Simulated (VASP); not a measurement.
## SnO: single point with PBE+D3(BJ)

The system is SnO, a slab with vacuum.

```
Sn O
1.0
     3.82017    0.00000    0.00000
     0.00000    3.82017    0.00000
     0.00000    0.00000   22.22607
Sn O
4 4
Direct
  0.50000 0.00000 0.20246
  0.00000 0.50000 0.30878
  0.00000 0.50000 0.48875
  0.50000 0.00000 0.59507
  0.00000 0.00000 0.25562
  0.50000 0.50000 0.25562
  0.50000 0.50000 0.54191
  0.00000 0.00000 0.54191
```

```json
{
  "Program": "VASP 6.6.1",
  "Task": "single point",
  "Functional": "PBE",
  "Dispersion": "D3(BJ)",
  "Potentials or basis": "VASP PAW PBE potentials, release 64 (Sn_d, O)",
  "Cutoff": "520 eV",
  "k mesh": "7 × 7 × 1",
  "Occupations": "gaussian, width 0.05 eV",
  "Spin": "no spin polarisation"
}
```

- Largest force: 0.085 eV/Å
- Band gap on the k mesh: 2.21 eV (least direct gap 2.46 eV)
- Dispersion energy per atom: -0.157 eV

Forces in eV/Å, atoms in the order of the input:
```
Sn   0.000  0.000 -0.084
Sn   0.000  0.000 -0.085
Sn   0.000  0.000  0.085
Sn   0.000  0.000  0.084
O    0.000  0.000 -0.009
O    0.000  0.000 -0.009
O    0.000  0.000  0.009
O    0.000  0.000  0.009
```

Levels at points of the mesh, in eV from the valence-band top:
```
           k point  band 36  band 37  band 38  band 39  band 40  band 41  band 42  band 43  band 44  band 45
(0.00, 0.00, 0.00)    -2.03    -2.03    -2.03    -0.77    -0.05     2.44     2.78     2.78     3.86     4.80
```

Run time: 3.1 min on 1 thread of Intel(R) Xeon(R) Platinum 8488C (Sapphire Rapids), on a shared host, peak memory 0.4 GiB.

Caveat: spin-orbit coupling is left out, which moves the levels of the heavy elements.
